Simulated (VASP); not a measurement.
# Ni in VASP: further runs

Ni is run at these levels: LDA; tasks: electric field gradients.

All numbers are computed with VASP 6.6.1; they aren't measurements. Logs are shortened: lines on timing, memory, paths and dates and some standing lists are left out, and cuts for length are marked.

## (1) The cell of the first run

Symmetry: Fm-3m, No. 225, cubic system. The conventional cell has a = 3.512 Å, b = 3.512 Å, c = 3.512 Å, α = 90.00°, β = 90.00°, γ = 90.00°. Ni (site symmetry m-3m) has 12 Ni at 2.48 Å within 3.3 Å.

## (2) Electric field gradients, LDA, collinear spin, ferromagnetic start (volume scaled by 0.98)

INCAR

```
PREC = Accurate
ENCUT = 520
EDIFF = 1E-8
ISMEAR = -1
SIGMA = 0.05
LREAL = F
LASPH = T
NELM = 150
ALGO = Normal
ISIF = 2
LWAVE = F
LCHARG = F
ISPIN = 2
MAGMOM = 1.5
LORBIT = 11
LMAXMIX = 4
GGA = CA
LEFG = T
NBANDS = 15
```

KPOINTS

```
Automatic mesh
0
Gamma
  20 20 20
```

POSCAR

```
Ni
1.0
    0.0000000000      1.7560842062      1.7560842062
    1.7560842062      0.0000000000      1.7560842062
    1.7560842062      1.7560842062      0.0000000000
Ni
1
Direct
    0.0000000000      0.0000000000      0.0000000000
```

Potentials or basis: VASP PAW LDA potentials, release 64 (Ni).

Started as:

```sh
$ cat potpaw_LDA.64/Ni/POTCAR > POTCAR
$ mpirun -np 1 vasp_std > vasp.out
```

OUTCAR:

```text
PREC = Accurate
   ENCUT = 520
   EDIFF = 1E-8
   ISMEAR = -1
   LREAL = F
   LASPH = T
   NELM = 150
   ISIF = 2
   ISPIN = 2
   LORBIT = 11
   GGA = CA

 ion  position               nearest neighbor table
   1  0.000  0.000  0.000-

  LATTYP: Found a face centered cubic cell.
 ALAT       =     3.5121684124

  Lattice vectors:

 A1 = (   0.0000000000,   1.7560842062,   1.7560842062)
 A2 = (   1.7560842062,   0.0000000000,   1.7560842062)
 A3 = (   1.7560842062,   1.7560842062,   0.0000000000)

Analysis of symmetry for initial positions (statically):
[... 25 lines left out ...]
The dynamic configuration has the point symmetry O_h .

Analysis of structural, dynamic, and magnetic symmetry:
=====================================================================
 Subroutine PRICEL returns:
[... 7 lines left out ...]
 out of a pool of 48 trial point group operations.

The overall configuration has the point symmetry O_h .

 Subroutine INISYM returns: Found 48 space group operations
[... 5 lines left out ...]
                                     Primitive cell

  volume of cell :      10.8309

  direct lattice vectors                    reciprocal lattice vectors
     0.000000000  1.756084206  1.756084206    -0.284724387  0.284724387  0.284724387
     1.756084206  0.000000000  1.756084206     0.284724387 -0.284724387  0.284724387
     1.756084206  1.756084206  0.000000000     0.284724387  0.284724387 -0.284724387

  length of vectors
     2.483478101  2.483478101  2.483478101     0.493157105  0.493157105  0.493157105

  position of ions in fractional coordinates (direct lattice)
     0.000000000  0.000000000  0.000000000

  ion indices of the primitive-cell ions
   primitive index   ion index
                 1           1

----------------------------------------------------------------------------------------

 KPOINTS: Automatic mesh

Automatic generation of k-mesh.
 Grid dimensions read from file:
 generate k-points for:   20   20   20

 Generating k-lattice:

  Cartesian coordinates                     Fractional coordinates (reciprocal lattice)
    -0.014236219  0.014236219  0.014236219     0.050000000  0.000000000  0.000000000
     0.014236219 -0.014236219  0.014236219     0.000000000  0.050000000  0.000000000
     0.014236219  0.014236219 -0.014236219     0.000000000  0.000000000  0.050000000

  Length of vectors
     0.024657855  0.024657855  0.024657855

  Shift w.r.t. Gamma in fractional coordinates (k-lattice)
     0.000000000  0.000000000  0.000000000

 Subroutine IBZKPT returns following result:
 ===========================================

 Found    256 irreducible k-points:

 Following reciprocal coordinates:
            Coordinates               Weight
  0.000000  0.000000  0.000000      1.000000
  0.050000  0.000000  0.000000      8.000000
  0.100000  0.000000  0.000000      8.000000
  0.150000  0.000000  0.000000      8.000000
  0.200000  0.000000  0.000000      8.000000
  0.250000  0.000000  0.000000      8.000000
[... 16 lines left out ...]
 -0.400000  0.050000  0.000000     24.000000
 -0.350000  0.050000  0.000000     24.000000
 [... further k-points ...]
   k-points           NKPTS =    256   k-points in BZ     NKDIM =    256   number of bands    NBANDS=     15
   number of dos      NEDOS =    301   number of ions     NIONS =      1
   total plane-waves  NPLWV =   5832
   dimension x,y,z NGX =    18 NGY =   18 NGZ =   18
   dimension x,y,z NGXF=    36 NGYF=   36 NGZF=   36
   ions per type =               1
   NGX,Y,Z   is equivalent  to a cutoff of  12.05, 12.05, 12.05 a.u.
   NGXF,Y,Z  is equivalent  to a cutoff of  24.10, 24.10, 24.10 a.u.
 SYSTEM =  unknown system
   PREC   = accura    normal or accurate (medium, high low for compatibility)
   ISTART =      0    job   : 0-new  1-cont  2-samecut
   ICHARG =      2    charge: 1-file 2-atom 10-const
   ISPIN  =      2    spin polarized calculation?
   LNONCOLLINEAR =      F non collinear calculations
   LSORBIT =      F    spin-orbit coupling
   LASPH  =      T    aspherical Exc in radial PAW
   ENCUT  =  520.0 eV  38.22 Ry    6.18 a.u.   4.62  4.62  4.62*2*pi/ulx,y,z
   NELM   =    150;   NELMIN=  2; NELMDL= -5     # of ELM steps
   EDIFF  = 0.1E-07   stopping-criterion for ELM
   LREAL  =      F    real-space projection
   EDIFFG = 0.1E-06   stopping-criterion for IOM
   NSW    =      0    number of steps for IOM
   IBRION =     -1    ionic relax: 0-MD 1-quasi-New 2-CG
   NFREE  =      0    steps in history (QN), initial steepest desc. (CG)
   ISIF   =      2    stress and relaxation
   ISYM   =      2    0-nonsym 1-usesym 2-fastsym
   POTIM  = 0.5000    time-step for ionic-motion
   TEBEG  =    0.0;   TEEND  =   0.0 temperature during run
   PSTRESS=    0.0 pullay stress
   NELECT =      10.0000    total number of electrons
   NUPDOWN=      -1.0000    fix difference up-down
   EMIN   =  10.00;   EMAX   =-10.00  energy-range for DOS
   EFERMI =   0.00;   METHOD = LEGACY
   ISMEAR =    -1;   SIGMA  =   0.05  broadening in eV -4-tet -1-fermi 0-gaus
   EFERMI_NEDOS =   21; number of points for ismear=-14 and -15
   IALGO  =     38    algorithm
   IMIX   =      4    mixing-type and parameters
     AMIX     =   0.40;   BMIX     =  1.00
     AMIX_MAG =   1.60;   BMIX_MAG =  1.00
  volume/ion in A,a.u.               =      10.83        73.09
  Fermi-wavevector in a.u.,A,eV,Ry     =   1.594114  3.012439 34.575137  2.541201
  Thomas-Fermi vector in A             =   2.692239
   LORBIT       =     11    0 simple, 1 ext, 2 COOP (PROOUT), +10 PAW based schemes
   GGA     = CA    functional components
   LHFCALC =     F    Hartree Fock is set to
   AEXX    =    0.0000 exact exchange contribution
   IVDW    =     0    specifies the selected vdW correction
   LEPSILON=     F    determine dielectric tensor
   LRPA    =     F    only Hartree local field effects (RPA)
 spin polarized calculation
  energy-cutoff  :      520.00
  volume of cell :       10.83
 maximum number of plane-waves:       305
   NGX =  9   NGY =  9   NGZ =  9

 number of electron      10.0000013 magnetization       0.6079961

 Free energy of the ion-electron system (eV)
  ---------------------------------------------------
  ext. energy  EPLUGINS =         0.00000000
  ---------------------------------------------------
  free energy    TOTEN  =        -6.54289466 eV

  energy without entropy =       -6.52775893  energy(sigma->0) =       -6.53532679

 E-fermi :   9.0847     XC(G=0): -13.6392

 val. band max:        9.0748878852   @ k =  -0.4000   0.2500   0.0000
 cond. band min:       9.0861128207   @ k =   0.4000   0.0000   0.0000
 fundamental gap:      0.0112249355
 Fermi energy:         9.0846609619

 spin component 1

 k-point     1 :       0.0000    0.0000    0.0000
  band No.  band energies     occupation
      1       0.0752      1.00000
      2       6.7265      1.00000
      3       6.7265      1.00000
      4       6.7265      1.00000
      5       7.8847      1.00000
      6       7.8847      1.00000
      7      32.9135      0.00000
      8      36.6977      0.00000
      9      36.6977      0.00000
     10      36.6977      0.00000
     11      39.6745      0.00000
     12      39.6745      0.00000
     13      39.6745      0.00000
     14      42.8566      0.00000
[... 401 lines left out ...]
      2       6.7957      1.00000
      3       6.8501      1.00000
      4       6.9665      1.00000
      5       8.2461      1.00000
      6       8.5968      0.99994
      7      18.3051      0.00000
      8      30.8642      0.00000
      9      33.1835      0.00000
     10      34.9753      0.00000
     11      37.0737      0.00000
     12      38.8943      0.00000
     13      43.1383      0.00000
     14      49.7335      0.00000
     15      51.3506      0.00000

 [... further k-points ...]

 spin component 2

 k-point     1 :       0.0000    0.0000    0.0000
  band No.  band energies     occupation
      1       0.1167      1.00000
      2       7.3462      1.00000
      3       7.3462      1.00000
      4       7.3462      1.00000
      5       8.4579      1.00000
      6       8.4579      1.00000
      7      32.8942      0.00000
      8      36.7481      0.00000
      9      36.7481      0.00000
     10      36.7481      0.00000
     11      39.8385      0.00000
     12      39.8385      0.00000
     13      39.8385      0.00000
     14      42.8312      0.00000
[... 401 lines left out ...]
      2       7.3026      1.00000
      3       7.3695      1.00000
      4       7.4192      1.00000
      5       8.8843      0.98213
      6       9.2097      0.07586
      7      18.5574      0.00000
      8      30.9243      0.00000
      9      33.2444      0.00000
     10      35.1057      0.00000
     11      37.1914      0.00000
     12      38.9953      0.00000
     13      43.2640      0.00000
     14      49.8511      0.00000
     15      51.6088      0.00000

 [... further k-points ...]

------------------------ aborting loop because EDIFF is reached ----------------------------------------

  FORCE on cell =-STRESS in cart. coord.  units (eV):
  Direction    XX          YY          ZZ          XY          YZ          ZX
  --------------------------------------------------------------------------------------
  -------------------------------------------------------------------------------------
  Total       -1.0835017     -1.0835017     -1.0835017      0.0000000      0.0000000      0.0000000
  in kB     -160.2780896   -160.2780896   -160.2780896      0.0000000      0.0000000      0.0000000
  external PRESSURE =    -160.2780896 kB  Pullay stress =       0.0000000 kB

 VOLUME and BASIS-vectors are now :
 -----------------------------------------------------------------------------
  energy-cutoff  :      520.00
  volume of cell :       10.83
      direct lattice vectors                 reciprocal lattice vectors
     0.000000000  1.756084206  1.756084206    -0.284724387  0.284724387  0.284724387
     1.756084206  0.000000000  1.756084206     0.284724387 -0.284724387  0.284724387
     1.756084206  1.756084206  0.000000000     0.284724387  0.284724387 -0.284724387

 POSITION                                       TOTAL-FORCE (eV/Angst)
 -----------------------------------------------------------------------------------
      0.00000      0.00000      0.00000         0.000000      0.000000      0.000000
 -----------------------------------------------------------------------------------
    total drift:                                0.000000     -0.000000     -0.000000

  FREE ENERGIE OF THE ION-ELECTRON SYSTEM (eV)
  ---------------------------------------------------
  free  energy   TOTEN  =        -6.5428946577 eV

  energy  without entropy=       -6.5277589304  energy(sigma->0) =       -6.53532679

 Electric field gradients (V/A^2)
---------------------------------------------------------------------
 ion       V_xx      V_yy      V_zz      V_xy      V_xz      V_yz
---------------------------------------------------------------------
   1       0.000    -0.000     0.000    -0.001    -0.001    -0.001
---------------------------------------------------------------------

 Electric field gradients after diagonalization (V/A^2)
 (convention: |V_zz| > |V_xx| > |V_yy|)
----------------------------------------------------------------------
 ion       V_xx      V_yy      V_zz     asymmetry (V_yy - V_xx)/ V_zz
----------------------------------------------------------------------
   1       0.001     0.001    -0.002       0.000
----------------------------------------------------------------------

           NMR quadrupolar parameters

 Cq : quadrupolar parameter    Cq=e*Q*V_zz/h
 eta: asymmetry parameters     (V_yy - V_xx)/ V_zz
 Q  : nuclear electric quadrupole moment in mb (millibarn)
----------------------------------------------------------------------
 ion       Cq(MHz)       eta       Q (mb)
----------------------------------------------------------------------
   1      -0.000       0.000       1.000
----------------------------------------------------------------------

 total charge

# of ion       s       p       d       tot
------------------------------------------
    1        0.501   0.500   8.327   9.328

 magnetization (x)

# of ion       s       p       d       tot
------------------------------------------
    1       -0.005  -0.018   0.636   0.613
```

It took 41 s on 1 thread of Intel Xeon 6975P-C (Granite Rapids), shared host; peak memory 0.17 GiB.

Results:

```yaml
Free_energy: -6.5429 eV
Pressure: -16.0 GPa
Net_moment: 0.61 μB per cell
Site_moments: Ni +0.61 μB
Valence_electrons_inside_the_program's_atomic_spheres: Ni 9.33
```

Caveat: without QUAD_EFG the Cq values of the log hold for a quadrupole moment of 1 mb, not for the nuclei.

## (3) Electric field gradients, LDA, collinear spin, ferromagnetic start (volume scaled by 0.98)

INCAR

```
SYSTEM = Ni
ALGO = Normal
EDIFF = 1E-8
ENCUT = 520
ISIF = 2
ISMEAR = -1
ISPIN = 2
LASPH = .TRUE.
LCHARG = .FALSE.
LEFG = .TRUE.
LMAXMIX = 4
LORBIT = 11
LREAL = .FALSE.
LWAVE = .FALSE.
MAGMOM = 1.5
NBANDS = 15
NELM = 150
PREC = Accurate
SIGMA = 0.05
```

KPOINTS

```
k-points
0
G
  20 20 20
  0 0 0
```

POSCAR is that of step 2.

Potentials or basis: VASP PAW LDA potentials, release 64 (Ni).

Started as:

```sh
$ cat potpaw_LDA.64/Ni/POTCAR > POTCAR
$ mpirun -np 1 vasp_std > vasp.out
```

OUTCAR:

```text
SYSTEM = Ni
   EDIFF = 1E-8
   ENCUT = 520
   ISIF = 2
   ISMEAR = -1
   ISPIN = 2
   LASPH = .TRUE.
   LORBIT = 11
   LREAL = .FALSE.
   NELM = 150
   PREC = Accurate

 ion  position               nearest neighbor table
   1  0.000  0.000  0.000-

  LATTYP: Found a face centered cubic cell.
 ALAT       =     3.5121684124

  Lattice vectors:

 A1 = (   0.0000000000,   1.7560842062,   1.7560842062)
 A2 = (   1.7560842062,   0.0000000000,   1.7560842062)
 A3 = (   1.7560842062,   1.7560842062,   0.0000000000)

Analysis of symmetry for initial positions (statically):
[... 25 lines left out ...]
The dynamic configuration has the point symmetry O_h .

Analysis of structural, dynamic, and magnetic symmetry:
=====================================================================
 Subroutine PRICEL returns:
[... 7 lines left out ...]
 out of a pool of 48 trial point group operations.

The overall configuration has the point symmetry O_h .
[... 1038 lines left out ...]
     0.000000000  1.756084206  1.756084206    -0.284724387  0.284724387  0.284724387
     1.756084206  0.000000000  1.756084206     0.284724387 -0.284724387  0.284724387
     1.756084206  1.756084206  0.000000000     0.284724387  0.284724387 -0.284724387

 POSITION                                       TOTAL-FORCE (eV/Angst)
 -----------------------------------------------------------------------------------
      0.00000      0.00000      0.00000         0.000000      0.000000      0.000000
 -----------------------------------------------------------------------------------
    total drift:                                0.000000     -0.000000     -0.000000

  FREE ENERGIE OF THE ION-ELECTRON SYSTEM (eV)
  ---------------------------------------------------
  free  energy   TOTEN  =        -6.5428946577 eV

  energy  without entropy=       -6.5277589304  energy(sigma->0) =       -6.53532679

 Electric field gradients (V/A^2)
---------------------------------------------------------------------
 ion       V_xx      V_yy      V_zz      V_xy      V_xz      V_yz
---------------------------------------------------------------------
   1       0.000    -0.000     0.000    -0.001    -0.001    -0.001
---------------------------------------------------------------------

 Electric field gradients after diagonalization (V/A^2)
 (convention: |V_zz| > |V_xx| > |V_yy|)
----------------------------------------------------------------------
 ion       V_xx      V_yy      V_zz     asymmetry (V_yy - V_xx)/ V_zz
----------------------------------------------------------------------
   1       0.001     0.001    -0.002       0.000
----------------------------------------------------------------------

           NMR quadrupolar parameters

 Cq : quadrupolar parameter    Cq=e*Q*V_zz/h
 eta: asymmetry parameters     (V_yy - V_xx)/ V_zz
 Q  : nuclear electric quadrupole moment in mb (millibarn)
----------------------------------------------------------------------
 ion       Cq(MHz)       eta       Q (mb)
----------------------------------------------------------------------
   1      -0.000       0.000       1.000
----------------------------------------------------------------------

 total charge

# of ion       s       p       d       tot
------------------------------------------
    1        0.501   0.500   8.327   9.328

 magnetization (x)

# of ion       s       p       d       tot
------------------------------------------
    1       -0.005  -0.018   0.636   0.613
```

stdout:

```text
POSCAR found type information on POSCAR Ni
 POSCAR found :  1 types and       1 ions
 scaLAPACK will be used
 LDA part: xc-table for (Slater(with rela. corr.)+CA(PZ))
 , standard interpolation
 POSCAR, INCAR and KPOINTS ok, starting setup
 FFT: planning ... GRIDC
 FFT: planning ... GRID_SOFT
 FFT: planning ... GRID
 WAVECAR not read
 entering main loop
ion   1
```

It took 38 s on 1 thread of Intel Xeon 6975P-C (Granite Rapids), shared host; peak memory 0.16 GiB.

What came out:

* Free energy: -6.5429 eV
* Pressure: -16.0 GPa
* Net moment: 0.61 μB per cell
* Site moments: Ni +0.61 μB
* Valence electrons inside the program's atomic spheres: Ni 9.33

Caveat: without QUAD_EFG the Cq values of the log hold for a quadrupole moment of 1 mb, not for the nuclei.

[end of part 1 of 3]
